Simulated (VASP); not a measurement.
# Cu (Pmmn) in VASP: a series of runs, part 2 of 2

VASP 6.6.1. The steps go on from the part before.

**4. Single point, PBEsol (atoms displaced along a vibrational mode)**

Input file INCAR:

```
  PREC = Accurate
  ENCUT = 520
  EDIFF = 1E-6
  ISMEAR = 0
  SIGMA = 0.15
  LREAL = False
  LASPH = True
  NELM = 100
  ALGO = Fast
  ISIF = 2
  LWAVE = False
  LCHARG = False
  GGA = PS
  NBANDS = 18
```

Input file KPOINTS:

```
Automatic mesh
0
Gamma
  18 18 14
```

Input file POSCAR:

```
Cu
1.0
    0.0000000000     -1.8075000000     -1.8075000000
    0.0000000000      1.8075000000     -1.8075000000
    3.6150000000      0.0000000000      0.0000000000
Cu
2
Direct
    0.4559892045      0.5000000000      0.5000000000
    0.0440107955      0.0000000000      0.0000000000
```

Potentials or basis: VASP PAW PBE potentials, release 64 (Cu).

The run is started by

```
$ cat potpaw_PBE.64/Cu/POTCAR > POTCAR
$ mpirun -np 1 vasp_std > vasp.out
```

OUTCAR:

```text
PREC = Accurate
   ENCUT = 520
   EDIFF = 1E-6
   ISMEAR = 0
   LREAL = False
   LASPH = True
   NELM = 100
   ISIF = 2
   GGA = PS

 ion  position               nearest neighbor table
   1  0.456  0.500  0.500-   2 2.45   2 2.45   2 2.45   2 2.45   2 2.68   2 2.68   2 2.68   2 2.68

   2  0.044  0.000  0.000-   1 2.45   1 2.45   1 2.45   1 2.45   1 2.68   1 2.68   1 2.68   1 2.68

  LATTYP: Found a simple tetragonal cell.
 ALAT       =     2.5561910140
 C/A-ratio  =     1.4142135624

  Lattice vectors:

 A1 = (   0.0000000000,  -1.8075000000,  -1.8075000000)
 A2 = (   0.0000000000,   1.8075000000,  -1.8075000000)
 A3 = (   3.6150000000,   0.0000000000,   0.0000000000)

Analysis of symmetry for initial positions (statically):
=====================================================================
 Subroutine PRICEL returns:
 Original cell was already a primitive cell.

 Routine SETGRP: Setting up the symmetry group for a
 simple tetragonal supercell.

 Subroutine GETGRP returns: Found  8 space group operations
 (whereof  4 operations were pure point group operations)
 out of a pool of 16 trial point group operations.

The static configuration has the point symmetry C_2v.
 The point group associated with its full space group is D_2h.

Analysis of symmetry for dynamics (positions and initial velocities):
=====================================================================
 Subroutine PRICEL returns:
 Original cell was already a primitive cell.

 Routine SETGRP: Setting up the symmetry group for a
 simple tetragonal supercell.

 Subroutine GETGRP returns: Found  8 space group operations
 (whereof  4 operations were pure point group operations)
 out of a pool of 16 trial point group operations.

The dynamic configuration has the point symmetry C_2v.
 The point group associated with its full space group is D_2h.

 Subroutine INISYM returns: Found  8 space group operations
 (whereof  4 operations are pure point group operations),
 and found     1 'primitive' translations

----------------------------------------------------------------------------------------

                                     Primitive cell

  volume of cell :      23.6208

  direct lattice vectors                    reciprocal lattice vectors
     0.000000000 -1.807500000 -1.807500000     0.000000000 -0.276625173 -0.276625173
     0.000000000  1.807500000 -1.807500000     0.000000000  0.276625173 -0.276625173
     3.615000000  0.000000000  0.000000000     0.276625173  0.000000000  0.000000000

  length of vectors
     2.556191014  2.556191014  3.615000000     0.391207071  0.391207071  0.276625173

  position of ions in fractional coordinates (direct lattice)
     0.455989204  0.500000000  0.500000000
     0.044010796  0.000000000  0.000000000

  ion indices of the primitive-cell ions
   primitive index   ion index
                 1           1
                 2           2

----------------------------------------------------------------------------------------

 KPOINTS: Automatic mesh

Automatic generation of k-mesh.
 Grid dimensions read from file:
 generate k-points for:   18   18   14

 Generating k-lattice:

  Cartesian coordinates                     Fractional coordinates (reciprocal lattice)
     0.000000000 -0.015368065 -0.015368065     0.055555556  0.000000000  0.000000000
     0.000000000  0.015368065 -0.015368065     0.000000000  0.055555556  0.000000000
     0.019758941  0.000000000  0.000000000     0.000000000  0.000000000  0.071428571

  Length of vectors
     0.021733726  0.021733726  0.019758941

  Shift w.r.t. Gamma in fractional coordinates (k-lattice)
     0.000000000  0.000000000  0.000000000

 Subroutine IBZKPT returns following result:
 ===========================================

 Found    800 irreducible k-points:

 Following reciprocal coordinates:
            Coordinates               Weight
  0.000000  0.000000  0.000000      1.000000
  0.055556  0.000000  0.000000      2.000000
  0.000000  0.055556  0.000000      2.000000
  0.111111  0.000000  0.000000      2.000000
  0.000000  0.111111  0.000000      2.000000
  0.166667  0.000000  0.000000      2.000000
[... 16 lines left out ...]
  0.166667  0.055556  0.000000      4.000000
 -0.055556  0.166667  0.000000      4.000000
 [... further k-points ...]
   k-points           NKPTS =    800   k-points in BZ     NKDIM =    800   number of bands    NBANDS=     18
   number of dos      NEDOS =    301   number of ions     NIONS =      2
   total plane-waves  NPLWV =  11200
   dimension x,y,z NGX =    20 NGY =   20 NGZ =   28
   dimension x,y,z NGXF=    40 NGYF=   40 NGZF=   56
   ions per type =               2
   NGX,Y,Z   is equivalent  to a cutoff of  13.01, 13.01, 12.88 a.u.
   NGXF,Y,Z  is equivalent  to a cutoff of  26.01, 26.01, 25.75 a.u.
 SYSTEM =  unknown system
   PREC   = accura    normal or accurate (medium, high low for compatibility)
   ISTART =      0    job   : 0-new  1-cont  2-samecut
   ICHARG =      2    charge: 1-file 2-atom 10-const
   ISPIN  =      1    spin polarized calculation?
   LNONCOLLINEAR =      F non collinear calculations
   LSORBIT =      F    spin-orbit coupling
   LASPH  =      T    aspherical Exc in radial PAW
   ENCUT  =  520.0 eV  38.22 Ry    6.18 a.u.   4.75  4.75  6.72*2*pi/ulx,y,z
   NELM   =    100;   NELMIN=  2; NELMDL= -5     # of ELM steps
   EDIFF  = 0.1E-05   stopping-criterion for ELM
   LREAL  =      F    real-space projection
   EDIFFG = 0.1E-04   stopping-criterion for IOM
   NSW    =      0    number of steps for IOM
   IBRION =     -1    ionic relax: 0-MD 1-quasi-New 2-CG
   NFREE  =      0    steps in history (QN), initial steepest desc. (CG)
   ISIF   =      2    stress and relaxation
   ISYM   =      2    0-nonsym 1-usesym 2-fastsym
   POTIM  = 0.5000    time-step for ionic-motion
   TEBEG  =    0.0;   TEEND  =   0.0 temperature during run
   PSTRESS=    0.0 pullay stress
   NELECT =      22.0000    total number of electrons
   NUPDOWN=      -1.0000    fix difference up-down
   EMIN   =  10.00;   EMAX   =-10.00  energy-range for DOS
   EFERMI =   0.00;   METHOD = LEGACY
   ISMEAR =     0;   SIGMA  =   0.15  broadening in eV -4-tet -1-fermi 0-gaus
   EFERMI_NEDOS =   21; number of points for ismear=-14 and -15
   IALGO  =     68    algorithm
   IMIX   =      4    mixing-type and parameters
     AMIX     =   0.40;   BMIX     =  1.00
     AMIX_MAG =   1.60;   BMIX_MAG =  1.00
  volume/ion in A,a.u.               =      11.81        79.70
  Fermi-wavevector in a.u.,A,eV,Ry     =   1.598763  3.021224 34.777078  2.556043
  Thomas-Fermi vector in A             =   2.696162
   LORBIT       =      0    0 simple, 1 ext, 2 COOP (PROOUT), +10 PAW based schemes
   GGA     = PS    functional components
   LHFCALC =     F    Hartree Fock is set to
   AEXX    =    0.0000 exact exchange contribution
   IVDW    =     0    specifies the selected vdW correction
   LEPSILON=     F    determine dielectric tensor
   LRPA    =     F    only Hartree local field effects (RPA)
 non-spin polarized calculation
 RMM-DIIS sequential band-by-band and
 Gauss-broadening in eV      SIGMA  =   0.15
  energy-cutoff  :      520.00
  volume of cell :       23.62
 maximum number of plane-waves:       664
   NGX =  9   NGY =  9   NGZ = 13

 number of electron      21.9999966 magnetization

 Free energy of the ion-electron system (eV)
  ---------------------------------------------------
  ext. energy  EPLUGINS =         0.00000000
  ---------------------------------------------------
  free energy    TOTEN  =        -8.52329442 eV

  energy without entropy =       -8.51601553  energy(sigma->0) =       -8.51965497

 E-fermi :   7.4164     XC(G=0): -12.9005

 val. band max:        7.4148619260   @ k =  -0.1667   0.5000   0.1429
 cond. band min:       7.4188273826   @ k =  -0.1667   0.3889   0.5000
 fundamental gap:      0.0039654565
 Fermi energy:         7.4164368288

 k-point     1 :       0.0000    0.0000    0.0000
  band No.  band energies     occupation
      1      -1.9849      2.00000
      2       2.5000      2.00000
      3       3.0108      2.00000
      4       4.2879      2.00000
      5       4.2990      2.00000
      6       4.4501      2.00000
[... 10 lines left out ...]
     17      27.1187      0.00000
     18      30.1496      0.00000
[... 466 lines left out ...]
      2       2.8234      2.00000
      3       3.1908      2.00000
      4       4.1138      2.00000
      5       4.4146      2.00000
      6       4.4990      2.00000
[... 10 lines left out ...]
     17      26.8525      0.00000
     18      27.6819      0.00000

 [... further k-points ...]

------------------------ aborting loop because EDIFF is reached ----------------------------------------

  FORCE on cell =-STRESS in cart. coord.  units (eV):
  Direction    XX          YY          ZZ          XY          YZ          ZX
  --------------------------------------------------------------------------------------
  -------------------------------------------------------------------------------------
  Total       -0.2951326     -0.7398986     -0.7398986      0.0000000     -0.1821195      0.0000000
  in kB      -20.0185626    -50.1866117    -50.1866117      0.0000000    -12.3529899      0.0000000
  external PRESSURE =     -40.1305954 kB  Pullay stress =       0.0000000 kB

 VOLUME and BASIS-vectors are now :
 -----------------------------------------------------------------------------
  energy-cutoff  :      520.00
  volume of cell :       23.62
      direct lattice vectors                 reciprocal lattice vectors
     0.000000000 -1.807500000 -1.807500000     0.000000000 -0.276625173 -0.276625173
     0.000000000  1.807500000 -1.807500000     0.000000000  0.276625173 -0.276625173
     3.615000000  0.000000000  0.000000000     0.276625173  0.000000000  0.000000000

 POSITION                                       TOTAL-FORCE (eV/Angst)
 -----------------------------------------------------------------------------------
      1.80750      0.07955     -1.72795         0.000000     -0.501777     -0.501777
      0.00000     -0.07955     -0.07955         0.000000      0.501777      0.501777
 -----------------------------------------------------------------------------------
    total drift:                                0.000000     -0.000000     -0.000000

  FREE ENERGIE OF THE ION-ELECTRON SYSTEM (eV)
  ---------------------------------------------------
  free  energy   TOTEN  =        -8.5232944179 eV

  energy  without entropy=       -8.5160155306  energy(sigma->0) =       -8.51965497
```

OSZICAR:

```text
N       E                     dE             d eps       ncg     rms          rms(c)
DAV:   1     0.123990543032E+03    0.12399E+03   -0.10506E+04 31002   0.220E+03
DAV:   2    -0.432587118332E+01   -0.12832E+03   -0.12164E+03 28876   0.290E+02
DAV:   3    -0.105991167278E+02   -0.62732E+01   -0.60583E+01 31900   0.881E+01
DAV:   4    -0.106699770816E+02   -0.70860E-01   -0.70805E-01 33808   0.100E+01
DAV:   5    -0.106709314338E+02   -0.95435E-03   -0.95432E-03 34528   0.998E-01    0.118E+01
RMM:   6    -0.934912623680E+01    0.13218E+01   -0.12881E+01 33589   0.635E+01    0.683E+00
RMM:   7    -0.854379615778E+01    0.80533E+00   -0.23205E+00 33258   0.282E+01    0.145E+00
RMM:   8    -0.852595126465E+01    0.17845E-01   -0.69419E-02 34707   0.248E+00    0.381E-01
RMM:   9    -0.852305651587E+01    0.28947E-02   -0.14610E-02 34895   0.223E+00    0.323E-02
RMM:  10    -0.852328781861E+01   -0.23130E-03   -0.25939E-03 36650   0.578E-01    0.342E-02
RMM:  11    -0.852330376030E+01   -0.15942E-04   -0.28850E-04 37138   0.184E-01    0.295E-02
RMM:  12    -0.852329359485E+01    0.10165E-04   -0.54005E-05 40196   0.759E-02    0.490E-03
RMM:  13    -0.852329564132E+01   -0.20465E-05   -0.10214E-05 28088   0.269E-02    0.647E-03
RMM:  14    -0.852329450741E+01    0.11339E-05   -0.16814E-06 22034   0.190E-02    0.789E-04
RMM:  15    -0.852329441789E+01    0.89519E-07   -0.44201E-07 18209   0.713E-03
   1 F= -.85232944E+01 E0= -.85196550E+01  d E =-.727889E-02
```

Wall time 6 min (1 thread of Intel Xeon 8259CL, shared host); peak memory 0.37 GiB.

Results:

| Item | Value |
| --- | --- |
| Free energy | -8.5233 eV |
| Pressure | -4.0 GPa |
| Largest force | 0.710 eV/Å |
| Band gap on the k mesh | zero (bands 11 and 12 overlap by 7.72 eV) |

Forces in eV/Å, atoms in the order of the input:
```
Cu   0.000 -0.502 -0.502
Cu   0.000  0.502  0.502
```

Stress tensor (GPa, compression positive):
```
-2.00  0.00  0.00
 0.00 -5.02 -1.24
 0.00 -1.24 -5.02
```

Caveat: the cell differs from its parent crystal (atoms displaced along a vibrational mode); the cell stands under tension; the PAW data sets were made with another functional, which shifts forces and pressure a little.

**5. The runs side by side**

| cell | gap on the mesh (eV) | pressure (GPa) | largest force (eV/Å) |
| --- | --- | --- | --- |
| as given, atomic positions A | none | 2.9 | 1.37 |
| as given, atomic positions B | none | -0.4 | 1.10 |
| as given, atomic positions C | none | -4.0 | 0.71 |

Alike in all rows: task single point; level PBEsol; potentials or basis VASP PAW PBE potentials, release 64 (Cu); no spin polarisation; k mesh 18 × 18 × 14; cutoff (eV) 520; smearing gaussian 0.15 eV.

Caveats: the PAW data sets were made with another functional, which shifts forces and pressure a little; the cell stands under tension (at least some runs).

Absolute energies hang on the potentials; compare differences alone.
